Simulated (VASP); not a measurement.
# Si (Fd-3m) in VASP: further runs

Aim: see how the results for Si move with the level of theory and the settings. Levels: LDA, r2SCAN+D4. Tasks: single point.

Program: VASP 6.6.1. These are calculated values, not measurements. Logs are shortened: lines on timing, memory, paths and dates and some standing lists are left out, and cuts for length are marked.

### 1 The cell of the first run

It takes space group Fd-3m (No. 227, cubic). The conventional cell has a = 5.515 Å, b = 5.515 Å, c = 5.515 Å, α = 90.00°, β = 90.00°, γ = 90.00°. Within 3.2 Å of Si (site symmetry -43m) lie 4 Si at 2.39 Å.

### 2 Single point, LDA

INCAR reads:

```
SYSTEM = Si
PREC = Accurate
ENCUT = 520
EDIFF = 1E-6
ISMEAR = -1
SIGMA = 0.05
LREAL = .False.
LASPH = .True.
NELM = 60
ALGO = Normal
ISIF = 2
LWAVE = .False.
LCHARG = .False.
GGA = CA
NBANDS = 11
```

KPOINTS reads:

```
Automatic mesh
0
Gamma
  8 8 8
  0 0 0
```

POSCAR reads:

```
Si
1.0
    0.0000000000      2.7576691254      2.7576691254
    2.7576691254      0.0000000000      2.7576691254
    2.7576691254      2.7576691254      0.0000000000
Si
2
Direct
    0.5000000000      0.5000000000      0.5000000000
    0.7500000000      0.7500000000      0.7500000000
```

Potentials or basis: VASP PAW LDA potentials, release 64 (Si).

Run with:

```console
$ cat potpaw_LDA.64/Si/POTCAR > POTCAR
$ mpirun -np 1 vasp_std > vasp.out
```

OUTCAR:

```text
SYSTEM = Si
   PREC = Accurate
   ENCUT = 520
   EDIFF = 1E-6
   ISMEAR = -1
   LREAL = .False.
   LASPH = .True.
   NELM = 60
   ISIF = 2
   GGA = CA

 ion  position               nearest neighbor table
   1  0.500  0.500  0.500-   2 2.39   2 2.39   2 2.39   2 2.39
   2  0.750  0.750  0.750-   1 2.39   1 2.39   1 2.39   1 2.39

  LATTYP: Found a face centered cubic cell.
 ALAT       =     5.5153382508

  Lattice vectors:

 A1 = (   0.0000000000,   2.7576691254,   2.7576691254)
 A2 = (   2.7576691254,   0.0000000000,   2.7576691254)
 A3 = (   2.7576691254,   2.7576691254,   0.0000000000)

Analysis of symmetry for initial positions (statically):
=====================================================================
 Subroutine PRICEL returns:
 Original cell was already a primitive cell.

 Routine SETGRP: Setting up the symmetry group for a
 face centered cubic supercell.

 Subroutine GETGRP returns: Found 48 space group operations
 (whereof 24 operations were pure point group operations)
 out of a pool of 48 trial point group operations.

The static configuration has the point symmetry T_d .
 The point group associated with its full space group is O_h .

Analysis of symmetry for dynamics (positions and initial velocities):
=====================================================================
 Subroutine PRICEL returns:
 Original cell was already a primitive cell.

 Routine SETGRP: Setting up the symmetry group for a
 face centered cubic supercell.

 Subroutine GETGRP returns: Found 48 space group operations
 (whereof 24 operations were pure point group operations)
 out of a pool of 48 trial point group operations.

The dynamic configuration has the point symmetry T_d .
 The point group associated with its full space group is O_h .

 Subroutine INISYM returns: Found 48 space group operations
 (whereof 24 operations are pure point group operations),
 and found     1 'primitive' translations

----------------------------------------------------------------------------------------

                                     Primitive cell

  volume of cell :      41.9427

  direct lattice vectors                    reciprocal lattice vectors
     0.000000000  2.757669125  2.757669125    -0.181312542  0.181312542  0.181312542
     2.757669125  0.000000000  2.757669125     0.181312542 -0.181312542  0.181312542
     2.757669125  2.757669125  0.000000000     0.181312542  0.181312542 -0.181312542

  length of vectors
     3.899933078  3.899933078  3.899933078     0.314042535  0.314042535  0.314042535

  position of ions in fractional coordinates (direct lattice)
     0.500000000  0.500000000  0.500000000
     0.750000000  0.750000000  0.750000000

  ion indices of the primitive-cell ions
   primitive index   ion index
                 1           1
                 2           2

----------------------------------------------------------------------------------------

 KPOINTS: Automatic mesh

Automatic generation of k-mesh.
 Grid dimensions read from file:
 generate k-points for:    8    8    8

 Generating k-lattice:

  Cartesian coordinates                     Fractional coordinates (reciprocal lattice)
    -0.022664068  0.022664068  0.022664068     0.125000000  0.000000000  0.000000000
     0.022664068 -0.022664068  0.022664068     0.000000000  0.125000000  0.000000000
     0.022664068  0.022664068 -0.022664068     0.000000000  0.000000000  0.125000000

  Length of vectors
     0.039255317  0.039255317  0.039255317

  Shift w.r.t. Gamma in fractional coordinates (k-lattice)
     0.000000000  0.000000000  0.000000000

 Subroutine IBZKPT returns following result:
 ===========================================

 Found     29 irreducible k-points:

 Following reciprocal coordinates:
            Coordinates               Weight
  0.000000  0.000000  0.000000      1.000000
  0.125000  0.000000  0.000000      8.000000
  0.250000  0.000000  0.000000      8.000000
  0.375000  0.000000  0.000000      8.000000
  0.500000  0.000000  0.000000      4.000000
  0.125000  0.125000  0.000000      6.000000
[... 16 lines left out ...]
  0.500000  0.250000  0.125000     48.000000
 -0.375000  0.250000  0.125000     24.000000
 [... further k-points ...]
   k-points           NKPTS =     29   k-points in BZ     NKDIM =     29   number of bands    NBANDS=     11
   number of dos      NEDOS =    301   number of ions     NIONS =      2
   total plane-waves  NPLWV =  27000
   dimension x,y,z NGX =    30 NGY =   30 NGZ =   30
   dimension x,y,z NGXF=    60 NGYF=   60 NGZF=   60
   ions per type =               2
   NGX,Y,Z   is equivalent  to a cutoff of  12.79, 12.79, 12.79 a.u.
   NGXF,Y,Z  is equivalent  to a cutoff of  25.58, 25.58, 25.58 a.u.
 SYSTEM =  Si
   PREC   = accura    normal or accurate (medium, high low for compatibility)
   ISTART =      0    job   : 0-new  1-cont  2-samecut
   ICHARG =      2    charge: 1-file 2-atom 10-const
   ISPIN  =      1    spin polarized calculation?
   LNONCOLLINEAR =      F non collinear calculations
   LSORBIT =      F    spin-orbit coupling
   LASPH  =      T    aspherical Exc in radial PAW
   ENCUT  =  520.0 eV  38.22 Ry    6.18 a.u.   7.25  7.25  7.25*2*pi/ulx,y,z
   NELM   =     60;   NELMIN=  2; NELMDL= -5     # of ELM steps
   EDIFF  = 0.1E-05   stopping-criterion for ELM
   LREAL  =      F    real-space projection
   EDIFFG = 0.1E-04   stopping-criterion for IOM
   NSW    =      0    number of steps for IOM
   IBRION =     -1    ionic relax: 0-MD 1-quasi-New 2-CG
   NFREE  =      0    steps in history (QN), initial steepest desc. (CG)
   ISIF   =      2    stress and relaxation
   ISYM   =      2    0-nonsym 1-usesym 2-fastsym
   POTIM  = 0.5000    time-step for ionic-motion
   TEBEG  =    0.0;   TEEND  =   0.0 temperature during run
   PSTRESS=    0.0 pullay stress
   NELECT =       8.0000    total number of electrons
   NUPDOWN=      -1.0000    fix difference up-down
   EMIN   =  10.00;   EMAX   =-10.00  energy-range for DOS
   EFERMI =   0.00;   METHOD = LEGACY
   ISMEAR =    -1;   SIGMA  =   0.05  broadening in eV -4-tet -1-fermi 0-gaus
   EFERMI_NEDOS =   21; number of points for ismear=-14 and -15
   IALGO  =     38    algorithm
   IMIX   =      4    mixing-type and parameters
     AMIX     =   0.40;   BMIX     =  1.00
     AMIX_MAG =   1.60;   BMIX_MAG =  1.00
  volume/ion in A,a.u.               =      20.97       141.52
  Fermi-wavevector in a.u.,A,eV,Ry     =   0.942365  1.780812 12.082689  0.888053
  Thomas-Fermi vector in A             =   2.069968
   LORBIT       =      0    0 simple, 1 ext, 2 COOP (PROOUT), +10 PAW based schemes
   GGA     = CA    functional components
   LHFCALC =     F    Hartree Fock is set to
   AEXX    =    0.0000 exact exchange contribution
   IVDW    =     0    specifies the selected vdW correction
   LEPSILON=     F    determine dielectric tensor
   LRPA    =     F    only Hartree local field effects (RPA)
 non-spin polarized calculation
  energy-cutoff  :      520.00
  volume of cell :       41.94
 maximum number of plane-waves:      1158
 NGX is ok and might be reduce to    30
   NGX = 15   NGY = 15   NGZ = 15

 number of electron       8.0000001 magnetization

 Free energy of the ion-electron system (eV)
  ---------------------------------------------------
  ext. energy  EPLUGINS =         0.00000000
  ---------------------------------------------------
  free energy    TOTEN  =       -11.87245311 eV

  energy without entropy =      -11.87241544  energy(sigma->0) =      -11.87243428

 E-fermi :   5.5793     XC(G=0):  -9.4319

 val. band max:        5.3081718387   @ k =   0.0000   0.0000   0.0000
 cond. band min:       5.8902050946   @ k =   0.3750   0.3750   0.0000
 fundamental gap:      0.5820332559
 Fermi energy:         5.5793100662

 k-point     1 :       0.0000    0.0000    0.0000
  band No.  band energies     occupation
      1      -6.3395      2.00000
      2       5.3082      1.99121
      3       5.3082      1.99121
      4       5.3082      1.99121
      5       7.8099      0.00000
      6       7.8099      0.00000
      7       7.8099      0.00000
      8       7.9953      0.00000
      9      12.7905      0.00000
     10      13.0082      0.00000
     11      13.0082      0.00000

 k-point     2 :       0.1250    0.0000    0.0000
  band No.  band energies     occupation
      1      -6.1433      2.00000
      2       3.7044      2.00000
      3       5.0317      1.99996
      4       5.0317      1.99996
      5       7.5775      0.00000
      6       8.2153      0.00000
      7       8.2153      0.00000
      8       9.5062      0.00000
      9      12.5206      0.00000
     10      12.5206      0.00000
     11      13.5737      0.00000

 k-point     3 :       0.2500    0.0000    0.0000
  band No.  band energies     occupation
      1      -5.5717      2.00000
      2       1.4439      2.00000
      3       4.5784      2.00000
      4       4.5784      2.00000
      5       7.0699      0.00000
      6       8.7292      0.00000
      7       8.7292      0.00000
      8      11.7004      0.00000
      9      12.4474      0.00000
     10      12.4474      0.00000
     11      13.9226      0.00000

 k-point     4 :       0.3750    0.0000    0.0000
  band No.  band energies     occupation
      1      -4.7177      2.00000
      2      -0.5001      2.00000
      3       4.2618      2.00000
      4       4.2618      2.00000
      5       6.6995      0.00000
      6       8.7095      0.00000
      7       8.7095      0.00000
      8      12.8719      0.00000
      9      13.7490      0.00000
     10      13.7490      0.00000
     11      14.4010      0.00000
[... 239 lines left out ...]
 k-point    22 :       0.3750    0.2500    0.1250
  band No.  band energies     occupation
      1      -5.0631      2.00000
      2       1.0471      2.00000
      3       2.7019      2.00000
      4       3.9320      2.00000
      5       7.6656      0.00000
      6       8.9453      0.00000
      7       9.4383      0.00000
      8      10.6091      0.00000
      9      12.8525      0.00000
     10      15.1556      0.00000
     11      15.9016      0.00000

 k-point    23 :       0.5000    0.2500    0.1250
  band No.  band energies     occupation
      1      -4.2142      2.00000
      2      -0.4348      2.00000
      3       2.0988      2.00000
      4       3.4573      2.00000
      5       8.0648      0.00000
      6       8.7243      0.00000
      7      10.1396      0.00000
      8      11.0489      0.00000
      9      14.0456      0.00000
     10      14.6728      0.00000
     11      16.9340      0.00000

 k-point    24 :      -0.3750    0.2500    0.1250
  band No.  band energies     occupation
      1      -3.5975      2.00000
      2      -1.3285      2.00000
      3       1.9643      2.00000
      4       3.2408      2.00000
      5       8.1874      0.00000
      6       8.3827      0.00000
      7      11.0041      0.00000
      8      12.2225      0.00000
      9      12.4000      0.00000
     10      15.6215      0.00000
     11      16.5640      0.00000

 [... further k-points ...]
[... 5 lines left out ...]
  --------------------------------------------------------------------------------------
  -------------------------------------------------------------------------------------
  Total       -1.3705944     -1.3705944     -1.3705944     -0.0000000      0.0000000      0.0000000
  in kB      -52.3555921    -52.3555921    -52.3555921     -0.0000000      0.0000000      0.0000000
  external PRESSURE =     -52.3555921 kB  Pullay stress =       0.0000000 kB

 VOLUME and BASIS-vectors are now :
 -----------------------------------------------------------------------------
  energy-cutoff  :      520.00
  volume of cell :       41.94
      direct lattice vectors                 reciprocal lattice vectors
     0.000000000  2.757669125  2.757669125    -0.181312542  0.181312542  0.181312542
     2.757669125  0.000000000  2.757669125     0.181312542 -0.181312542  0.181312542
     2.757669125  2.757669125  0.000000000     0.181312542  0.181312542 -0.181312542

 POSITION                                       TOTAL-FORCE (eV/Angst)
 -----------------------------------------------------------------------------------
      2.75767      2.75767      2.75767         0.000000      0.000000      0.000000
      4.13650      4.13650      4.13650        -0.000000     -0.000000     -0.000000
 -----------------------------------------------------------------------------------
    total drift:                                0.000000     -0.000000     -0.000000

  FREE ENERGIE OF THE ION-ELECTRON SYSTEM (eV)
  ---------------------------------------------------
  free  energy   TOTEN  =       -11.8724531135 eV

  energy  without entropy=      -11.8724154449  energy(sigma->0) =      -11.87243428
```

It took 10 s on 1 thread of Intel Xeon Platinum 8488C (Sapphire Rapids), shared host; peak memory 0.14 GiB.

Results:

```yaml
Free_energy: -11.8725 eV
Pressure: -5.2 GPa
Band_gap_on_the_k_mesh: 0.58 eV, indirect (least direct gap 2.42 eV)
```

A k mesh can miss the band edges. LDA gaps usually lie below the measured ones, often by a third to a half.

### 3 Single point, LDA

This run uses another cell than the first one, of 21.37 Å³/atom, 1.019 times its volume.

INCAR reads:

```
SYSTEM = Si
ALGO     = Normal         ! electronic algorithm
EDIFF    = 1E-7           ! SCF threshold, eV
ENCUT    = 520            ! plane-wave cutoff, eV
GGA      = CA             ! functional
ISIF     = 2              ! what is computed and relaxed
ISMEAR   = -1             ! smearing method
LASPH    = .True.         ! aspherical terms in the spheres
LCHARG   = .False.        ! write CHGCAR
LREAL    = .False.        ! projectors in reciprocal space
LWAVE    = .False.        ! write WAVECAR
NBANDS   = 11             ! bands
NELM     = 100            ! most SCF steps
PREC     = Accurate       ! precision mode
SIGMA    = 0.05           ! smearing width, eV
```

KPOINTS reads:

```
k-points
0
Gamma
  8 8 8
  0 0 0
```

POSCAR reads:

```
Si
1.0
    0.0000000000      2.7752343705      2.7752343705
    2.7752343705      0.0000000000      2.7752343705
    2.7752343705      2.7752343705      0.0000000000
Si
2
Direct
    0.5000000000      0.5000000000      0.5000000000
    0.7500000000      0.7500000000      0.7500000000
```

Potentials or basis: VASP PAW LDA potentials, release 64 (Si).

Run with:

```console
$ cat potpaw_LDA.64/Si/POTCAR > POTCAR
$ mpirun -np 1 vasp_std > vasp.out
```

Run time: 9.6 s. Hardware: 1 thread of Intel Xeon Platinum 8488C (Sapphire Rapids), shared host; peak memory 0.14 GiB.

It converged, with:

```
Free energy            : -11.8427 eV
Pressure               : -6.6 GPa
Band gap on the k mesh : 0.61 eV, indirect (least direct gap 2.33 eV)
```

Levels at points of the mesh, in eV from the valence-band top:
```tsv
k point	band 1	band 2	band 3	band 4	band 5	band 6	band 7	band 8
(0.00, 0.00, 0.00)	-11.52	0.00	0.00	0.00	2.48	2.49	2.49	2.49
(0.50, 0.00, 0.00)	-9.35	-6.70	-1.14	-1.14	1.19	3.31	3.31	7.41
(0.50, 0.50, 0.00)	-7.61	-7.61	-2.69	-2.69	0.72	0.72	9.43	9.43
```

A k mesh can miss the band edges. A hybrid or GW would open this gap; LDA tends to underestimate it.

### 4 Single point, r2SCAN+D4

This run uses another cell than the first one, of 18.95 Å³/atom, 0.904 times its volume.

POSCAR reads:

```
Si
1.0
    0.0000000000      2.6662876123      2.6662876123
    2.6662876123      0.0000000000      2.6662876123
    2.6662876123      2.6662876123      0.0000000000
Si
2
Direct
    0.5000000000      0.5000000000      0.5000000000
    0.7500000000      0.7500000000      0.7500000000
```

INCAR.step1 reads:

```
ALGO = Normal
EDIFF = 1E-4
ENCUT = 520
GGA = PE
ISMEAR = -1
LASPH = T
LCHARG = F
LREAL = F
LWAVE = T
NBANDS = 11
NELM = 60
PREC = Accurate
SIGMA = 0.05
```

INCAR.step2 reads:

```
ALGO = Normal
EDIFF = 1E-6
ENCUT = 520
ISIF = 2
ISMEAR = -1
ISTART = 1
IVDW = 13
LASPH = T
LCHARG = T
LELF = T
LMIXTAU = T
LREAL = F
LVHAR = T
LWAVE = F
METAGGA = R2SCAN
NBANDS = 11
NELM = 60
PREC = Accurate
SIGMA = 0.05
VDW_A1 = 0.51559235
VDW_A2 = 5.77342911
VDW_S6 = 1.0
VDW_S8 = 0.6018749
```

KPOINTS reads:

```
k-points
0
Gamma
  8 8 8
```

Potentials or basis: VASP PAW PBE potentials, release 64 (Si).

Run with:

```console
$ cat potpaw_PBE.64/Si/POTCAR > POTCAR
$ cp INCAR.step1 INCAR
$ mpirun -np 1 vasp_std > vasp.out
$ cp INCAR.step2 INCAR
$ mpirun -np 1 vasp_std > vasp.out
```

It took 36 s on 1 thread of Intel Xeon Platinum 8488C (Sapphire Rapids), shared host; peak memory 0.15 GiB.

Results (log left out):

- Free energy: -17.7513 eV
- Pressure: 5.7 GPa
- Band gap on the k mesh: 0.72 eV, indirect (least direct gap 2.78 eV)
- Dispersion energy per atom: -0.125 eV

Levels at points of the mesh, in eV from the valence-band top:
```
           k point  band 1  band 2  band 3  band 4  band 5  band 6  band 7  band 8
(0.00, 0.00, 0.00)  -12.93    0.00    0.00    0.00    2.78    2.78    2.78    4.68
(0.50, 0.00, 0.00)  -10.33   -7.55   -1.32   -1.32    2.10    3.56    3.56    8.43
(0.50, 0.50, 0.00)   -8.35   -8.35   -3.17   -3.17    0.81    0.81   11.39   11.39
```

Caveat: the PAW data sets were made with another functional, which shifts forces and pressure a little.

### 5 Single point, r2SCAN+D4

This run uses another cell than the first one, of 19.36 Å³/atom, 0.923 times its volume.

POSCAR reads:

```
Si
1.0
    0.0000000000      2.6850649043      2.6850649043
    2.6850649043      0.0000000000      2.6850649043
    2.6850649043      2.6850649043      0.0000000000
Si
2
Direct
    0.5000000000      0.5000000000      0.5000000000
    0.7500000000      0.7500000000      0.7500000000
```

INCAR.step1 reads:

```
ALGO = Normal
EDIFF = 1E-4
ENCUT = 520
GGA = PE
ISMEAR = -1
LASPH = True
LCHARG = False
LREAL = False
LWAVE = True
NBANDS = 11
NELM = 80
PREC = Accurate
SIGMA = 0.05
```

INCAR.step2 reads:

```
ALGO = Normal
EDIFF = 1E-6
ENCUT = 520
ISIF = 2
ISMEAR = -1
ISTART = 1
IVDW = 13
LASPH = True
LCHARG = False
LMIXTAU = True
LREAL = False
LWAVE = False
METAGGA = R2SCAN
NBANDS = 11
NELM = 80
PREC = Accurate
SIGMA = 0.05
VDW_A1 = 0.51559235
VDW_A2 = 5.77342911
VDW_S6 = 1.0
VDW_S8 = 0.6018749
```

KPOINTS is that of step 4.

Run with:

```console
$ cat potpaw_PBE.64/Si/POTCAR > POTCAR
$ cp INCAR.step1 INCAR
$ mpirun -np 1 vasp_std > vasp.out
$ cp INCAR.step2 INCAR
$ mpirun -np 1 vasp_std > vasp.out
```

It took 33 s on 1 thread of Intel Xeon Platinum 8488C (Sapphire Rapids), shared host; peak memory 0.15 GiB.

It converged, with:

```yaml
Free_energy: -17.7736 eV
Pressure: 3.2 GPa
Band_gap_on_the_k_mesh: 0.76 eV, indirect (least direct gap 2.77 eV)
Dispersion_energy_per_atom: -0.123 eV
```

Levels at points of the mesh, in eV from the valence-band top:
```tsv
k point	band 2	band 3	band 4	band 5	band 6	band 7
(0.00, 0.00, 0.00)	0.00	0.00	0.00	2.77	2.77	2.77
(0.50, 0.00, 0.00)	-7.44	-1.30	-1.30	2.02	3.57	3.57
(0.50, 0.50, 0.00)	-8.27	-3.11	-3.11	0.85	0.85	11.20
```

Caveat: the PAW data sets were made with another functional, which shifts forces and pressure a little.

### 6 Overview

| level | potentials or basis | cell | gap on the mesh (eV) | pressure (GPa) |
| --- | --- | --- | --- | --- |
| LDA | VASP PAW LDA potentials, release 64 (Si) | a = 3.900 Å, angles 60.0°, 2 atoms | 0.58 | -5.2 |
| LDA | VASP PAW LDA potentials, release 64 (Si) | a = 3.925 Å, angles 60.0°, 2 atoms | 0.61 | -6.6 |
| r2SCAN+D4 | VASP PAW PBE potentials, release 64 (Si) | a = 3.771 Å, angles 60.0°, 2 atoms | 0.72 | 5.7 |
| r2SCAN+D4 | VASP PAW PBE potentials, release 64 (Si) | a = 3.797 Å, angles 60.0°, 2 atoms | 0.76 | 3.2 |

Alike in all rows: task single point; no spin polarisation; k mesh 8 × 8 × 8; cutoff (eV) 520; smearing fermi-dirac 0.05 eV.

Caveats: the PAW data sets were made with another functional, which shifts forces and pressure a little (some runs).

Total energies depend on the potentials used, so only differences within one code and one set of settings carry meaning.
